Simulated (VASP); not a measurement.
# In (I4/mmm) in VASP: further runs

In is run at these levels: PBE; tasks: single point.

All numbers are computed with VASP 6.6.1; they aren't measurements. Logs are shortened: lines on timing, memory, paths and dates and some standing lists are left out, and cuts for length are marked.

## (1) The cell of the first run

The structure is tetragonal, space group I4/mmm (No. 139). Conventional cell: a = 2.992 Å, b = 2.992 Å, c = 4.552 Å, α = 90.00°, β = 90.00°, γ = 90.00°. In (site symmetry 4/mmm) has 12 In at 2.99 to 3.11 Å within 3.9 Å.

## (2) Single point, PBE (strain -0.080 along x and y, -0.080 along z)

Contents of INCAR:

```
SYSTEM = In
  PREC = Accurate
  ENCUT = 520
  EDIFF = 1E-6
  ISMEAR = 0
  SIGMA = 0.15
  LREAL = .False.
  LASPH = .True.
  NELM = 100
  ALGO = Fast
  ISIF = 2
  LWAVE = .False.
  LCHARG = .False.
  GGA = PE
  NBANDS = 12
```

Contents of KPOINTS:

```
Automatic mesh
0
Gamma
  20 20 20
  0 0 0
```

Contents of POSCAR:

```
In
1.0
   -1.4960580000      1.4960580000      2.2760340000
    1.4960580000     -1.4960580000      2.2760340000
    1.4960580000      1.4960580000     -2.2760340000
In
1
Direct
    0.0000000000      0.0000000000      0.0000000000
```

Potentials or basis: VASP PAW PBE potentials, release 64 (In_d).

On the command line:

```bash
$ cat potpaw_PBE.64/In_d/POTCAR > POTCAR
$ mpirun -np 1 vasp_std > vasp.out
```

OUTCAR:

```text
SYSTEM = In
   PREC = Accurate
   ENCUT = 520
   EDIFF = 1E-6
   ISMEAR = 0
   LREAL = .False.
   LASPH = .True.
   NELM = 100
   ISIF = 2
   GGA = PE

 ion  position               nearest neighbor table
   1  0.000  0.000  0.000-

  LATTYP: Found a body centered tetragonal cell.
 ALAT       =     2.9921160000
 C/A-ratio  =     1.5213541186

  Lattice vectors:

 A1 = (  -1.4960580000,   1.4960580000,   2.2760340000)
 A2 = (   1.4960580000,  -1.4960580000,   2.2760340000)
 A3 = (   1.4960580000,   1.4960580000,  -2.2760340000)

Analysis of symmetry for initial positions (statically):
=====================================================================
 Subroutine PRICEL returns:
 Original cell was already a primitive cell.

 Routine SETGRP: Setting up the symmetry group for a
 body centered tetragonal supercell.

 Subroutine GETGRP returns: Found 16 space group operations
 (whereof 16 operations were pure point group operations)
 out of a pool of 16 trial point group operations.

The static configuration has the point symmetry D_4h.

Analysis of symmetry for dynamics (positions and initial velocities):
=====================================================================
 Subroutine PRICEL returns:
 Original cell was already a primitive cell.

 Routine SETGRP: Setting up the symmetry group for a
 body centered tetragonal supercell.

 Subroutine GETGRP returns: Found 16 space group operations
 (whereof 16 operations were pure point group operations)
 out of a pool of 16 trial point group operations.

The dynamic configuration has the point symmetry D_4h.

 Subroutine INISYM returns: Found 16 space group operations
 (whereof 16 operations are pure point group operations),
 and found     1 'primitive' translations

----------------------------------------------------------------------------------------

                                     Primitive cell

  volume of cell :      20.3768

  direct lattice vectors                    reciprocal lattice vectors
    -1.496058000  1.496058000  2.276034000     0.000000000  0.334211642  0.219680374
     1.496058000 -1.496058000  2.276034000     0.334211642  0.000000000  0.219680374
     1.496058000  1.496058000 -2.276034000     0.334211642  0.334211642  0.000000000

  length of vectors
     3.107524714  3.107524714  3.107524714     0.399946106  0.399946106  0.472646636

  position of ions in fractional coordinates (direct lattice)
     0.000000000  0.000000000  0.000000000

  ion indices of the primitive-cell ions
   primitive index   ion index
                 1           1

----------------------------------------------------------------------------------------

 KPOINTS: Automatic mesh

Automatic generation of k-mesh.
 Grid dimensions read from file:
 generate k-points for:   20   20   20

 Generating k-lattice:

  Cartesian coordinates                     Fractional coordinates (reciprocal lattice)
     0.000000000  0.016710582  0.010984019     0.050000000  0.000000000  0.000000000
     0.016710582  0.000000000  0.010984019     0.000000000  0.050000000  0.000000000
     0.016710582  0.016710582  0.000000000     0.000000000  0.000000000  0.050000000

  Length of vectors
     0.019997305  0.019997305  0.023632332

  Shift w.r.t. Gamma in fractional coordinates (k-lattice)
     0.000000000  0.000000000  0.000000000

 Subroutine IBZKPT returns following result:
 ===========================================

 Found    641 irreducible k-points:

 Following reciprocal coordinates:
            Coordinates               Weight
  0.000000  0.000000  0.000000      1.000000
  0.050000  0.000000  0.000000      8.000000
  0.100000  0.000000  0.000000      8.000000
  0.150000 -0.000000  0.000000      8.000000
  0.200000  0.000000  0.000000      8.000000
  0.250000  0.000000  0.000000      8.000000
[... 16 lines left out ...]
 -0.400000  0.050000  0.000000     16.000000
 -0.350000  0.050000 -0.000000     16.000000
 [... further k-points ...]
   k-points           NKPTS =    641   k-points in BZ     NKDIM =    641   number of bands    NBANDS=     12
   number of dos      NEDOS =    301   number of ions     NIONS =      1
   total plane-waves  NPLWV =  13824
   dimension x,y,z NGX =    24 NGY =   24 NGZ =   24
   dimension x,y,z NGXF=    48 NGYF=   48 NGZF=   48
   ions per type =               1
   NGX,Y,Z   is equivalent  to a cutoff of  12.84, 12.84, 12.84 a.u.
   NGXF,Y,Z  is equivalent  to a cutoff of  25.68, 25.68, 25.68 a.u.
 SYSTEM =  In
   PREC   = accura    normal or accurate (medium, high low for compatibility)
   ISTART =      0    job   : 0-new  1-cont  2-samecut
   ICHARG =      2    charge: 1-file 2-atom 10-const
   ISPIN  =      1    spin polarized calculation?
   LNONCOLLINEAR =      F non collinear calculations
   LSORBIT =      F    spin-orbit coupling
   LASPH  =      T    aspherical Exc in radial PAW
   ENCUT  =  520.0 eV  38.22 Ry    6.18 a.u.   5.78  5.78  5.78*2*pi/ulx,y,z
   NELM   =    100;   NELMIN=  2; NELMDL= -5     # of ELM steps
   EDIFF  = 0.1E-05   stopping-criterion for ELM
   LREAL  =      F    real-space projection
   EDIFFG = 0.1E-04   stopping-criterion for IOM
   NSW    =      0    number of steps for IOM
   IBRION =     -1    ionic relax: 0-MD 1-quasi-New 2-CG
   NFREE  =      0    steps in history (QN), initial steepest desc. (CG)
   ISIF   =      2    stress and relaxation
   ISYM   =      2    0-nonsym 1-usesym 2-fastsym
   POTIM  = 0.5000    time-step for ionic-motion
   TEBEG  =    0.0;   TEEND  =   0.0 temperature during run
   PSTRESS=    0.0 pullay stress
   NELECT =      13.0000    total number of electrons
   NUPDOWN=      -1.0000    fix difference up-down
   EMIN   =  10.00;   EMAX   =-10.00  energy-range for DOS
   EFERMI =   0.00;   METHOD = LEGACY
   ISMEAR =     0;   SIGMA  =   0.15  broadening in eV -4-tet -1-fermi 0-gaus
   EFERMI_NEDOS =   21; number of points for ismear=-14 and -15
   IALGO  =     68    algorithm
   IMIX   =      4    mixing-type and parameters
     AMIX     =   0.40;   BMIX     =  1.00
     AMIX_MAG =   1.60;   BMIX_MAG =  1.00
  volume/ion in A,a.u.               =      20.38       137.51
  Fermi-wavevector in a.u.,A,eV,Ry     =   1.409324  2.663236 27.023800  1.986193
  Thomas-Fermi vector in A             =   2.531391
   LORBIT       =      0    0 simple, 1 ext, 2 COOP (PROOUT), +10 PAW based schemes
   GGA     = PE    functional components
   LHFCALC =     F    Hartree Fock is set to
   AEXX    =    0.0000 exact exchange contribution
   IVDW    =     0    specifies the selected vdW correction
   LEPSILON=     F    determine dielectric tensor
   LRPA    =     F    only Hartree local field effects (RPA)
 non-spin polarized calculation
 RMM-DIIS sequential band-by-band and
 Gauss-broadening in eV      SIGMA  =   0.15
  energy-cutoff  :      520.00
  volume of cell :       20.38
 maximum number of plane-waves:       564
   NGX = 11   NGY = 11   NGZ = 11

 number of electron      12.9999996 magnetization

 Free energy of the ion-electron system (eV)
  ---------------------------------------------------
  ext. energy  EPLUGINS =         0.00000000
  ---------------------------------------------------
  free energy    TOTEN  =        -2.18481885 eV

  energy without entropy =       -2.17991722  energy(sigma->0) =       -2.18236803

 E-fermi :  10.9005     XC(G=0): -11.5001

 val. band max:       10.8920488502   @ k =   0.5000   0.1500   0.1000
 cond. band min:      10.9030313293   @ k =   0.2500   0.2500   0.1500
 fundamental gap:      0.0109824791
 Fermi energy:        10.9004736616

 k-point     1 :       0.0000    0.0000    0.0000
  band No.  band energies     occupation
      1      -4.4124      2.00000
      2      -4.2199      2.00000
      3      -4.2199      2.00000
      4      -4.0533      2.00000
      5      -3.8654      2.00000
      6      -0.7386      2.00000
      7      22.7372      0.00000
      8      23.6134      0.00000
      9      23.6134      0.00000
     10      23.7830      0.00000
     11      27.1205      0.00000
     12      27.1395      0.00000

 k-point     2 :       0.0500    0.0000    0.0000
  band No.  band energies     occupation
      1      -4.4053      2.00000
      2      -4.2210      2.00000
      3      -4.2123      2.00000
      4      -4.0526      2.00000
      5      -3.8689      2.00000
      6      -0.6721      2.00000
      7      22.3246      0.00000
      8      23.0708      0.00000
      9      23.5285      0.00000
     10      23.5929      0.00000
     11      27.2635      0.00000
     12      27.3183      0.00000

 k-point     3 :       0.1000    0.0000    0.0000
  band No.  band energies     occupation
      1      -4.3879      2.00000
      2      -4.2255      2.00000
      3      -4.1915      2.00000
      4      -4.0472      2.00000
      5      -3.8776      2.00000
      6      -0.4707      2.00000
      7      20.5979      0.00000
      8      22.8753      0.00000
      9      23.2928      0.00000
     10      23.3155      0.00000
     11      26.8014      0.00000
     12      27.7876      0.00000

 k-point     4 :       0.1500   -0.0000    0.0000
  band No.  band energies     occupation
      1      -4.3716      2.00000
      2      -4.2359      2.00000
      3      -4.1636      2.00000
      4      -4.0271      2.00000
      5      -3.8862      2.00000
      6      -0.1301      2.00000
      7      18.6014      0.00000
      8      22.5021      0.00000
      9      23.0490      0.00000
     10      23.1692      0.00000
     11      26.1504      0.00000
     12      28.2095      0.00000

 k-point     5 :       0.2000    0.0000    0.0000
  band No.  band energies     occupation
      1      -4.3690      2.00000
      2      -4.2539      2.00000
      3      -4.1400      2.00000
      4      -3.9825      2.00000
      5      -3.8848      2.00000
      6       0.3541      2.00000
      7      16.5969      0.00000
      8      21.9643      0.00000
      9      22.7809      0.00000
     10      23.1319      0.00000
     11      25.5903      0.00000
     12      28.0295      0.00000
[... 228 lines left out ...]
      1      -4.4906      2.00000
      2      -4.3418      2.00000
      3      -4.1982      2.00000
      4      -3.7189      2.00000
      5      -3.6371      2.00000
      6       5.9090      2.00000
      7       6.7627      2.00000
      8      19.5834      0.00000
      9      21.3487      0.00000
     10      22.0979      0.00000
     11      24.4781      0.00000
     12      26.5488      0.00000

 k-point    22 :      -0.4500    0.0500    0.0000
  band No.  band energies     occupation
      1      -4.4805      2.00000
      2      -4.3343      2.00000
      3      -4.1917      2.00000
      4      -3.7422      2.00000
      5      -3.6522      2.00000
      6       4.6270      2.00000
      7       8.2447      2.00000
      8      19.5838      0.00000
      9      21.6034      0.00000
     10      22.1330      0.00000
     11      24.6362      0.00000
     12      26.6065      0.00000

 k-point    23 :      -0.4000    0.0500    0.0000
  band No.  band energies     occupation
      1      -4.4580      2.00000
      2      -4.3207      2.00000
      3      -4.1771      2.00000
      4      -3.7828      2.00000
      5      -3.6928      2.00000
      6       3.4715      2.00000
      7       9.8489      2.00000
      8      19.7152      0.00000
      9      21.7085      0.00000
     10      22.5175      0.00000
     11      24.8639      0.00000
     12      26.6537      0.00000

 k-point    24 :      -0.3500    0.0500   -0.0000
  band No.  band energies     occupation
      1      -4.4266      2.00000
      2      -4.3031      2.00000
      3      -4.1575      2.00000
      4      -3.8354      2.00000
      5      -3.7523      2.00000
      6       2.4526      2.00000
      7      11.5627      0.00000
      8      19.9665      0.00000
      9      21.7798      0.00000
     10      23.1026      0.00000
     11      25.1721      0.00000
     12      26.5998      0.00000

 [... further k-points ...]
[... 5 lines left out ...]
  --------------------------------------------------------------------------------------
  -------------------------------------------------------------------------------------
  Total        2.9126161      2.9126161      2.9248396      0.0000000     -0.0000000     -0.0000000
  in kB      229.0119923    229.0119923    229.9730988      0.0000000     -0.0000000     -0.0000000
  external PRESSURE =     229.3323611 kB  Pullay stress =       0.0000000 kB

 VOLUME and BASIS-vectors are now :
 -----------------------------------------------------------------------------
  energy-cutoff  :      520.00
  volume of cell :       20.38
      direct lattice vectors                 reciprocal lattice vectors
    -1.496058000  1.496058000  2.276034000     0.000000000  0.334211642  0.219680374
     1.496058000 -1.496058000  2.276034000     0.334211642  0.000000000  0.219680374
     1.496058000  1.496058000 -2.276034000     0.334211642  0.334211642  0.000000000

 POSITION                                       TOTAL-FORCE (eV/Angst)
 -----------------------------------------------------------------------------------
      0.00000      0.00000      0.00000         0.000000     -0.000000      0.000000
 -----------------------------------------------------------------------------------
    total drift:                               -0.000000      0.000000      0.000000

  FREE ENERGIE OF THE ION-ELECTRON SYSTEM (eV)
  ---------------------------------------------------
  free  energy   TOTEN  =        -2.1848188518 eV

  energy  without entropy=       -2.1799172180  energy(sigma->0) =       -2.18236803
```

Run time: 97 s. Hardware: 1 thread of AMD EPYC 9R45 (Zen 5), shared host; peak memory 0.23 GiB.

Results:

```yaml
Free_energy: -2.1848 eV
Pressure: 22.9 GPa
```

Levels at points of the mesh, in eV from the Fermi level:
```csv
k point,band 3,band 4,band 5,band 6,band 7,band 8,band 9,band 10
"(0.00, 0.00, 0.00)",-15.12,-14.95,-14.77,-11.64,11.84,12.71,12.71,12.88
"(0.50, 0.00, 0.00)",-15.10,-14.60,-14.53,-4.73,-4.53,8.91,11.05,11.56
"(0.50, 0.50, 0.00)",-14.60,-14.56,-14.41,-2.93,-1.11,3.91,4.28,8.25
"(0.50, 0.50, 0.50)",-14.57,-14.51,-14.51,-3.84,-2.74,5.27,5.27,9.30
```

Caveat: the cell differs from its parent crystal (strain -0.080 along x and y, -0.080 along z); spin-orbit coupling is left out, which moves the levels of the heavy elements.

(Part 1 of 2 ends here.)
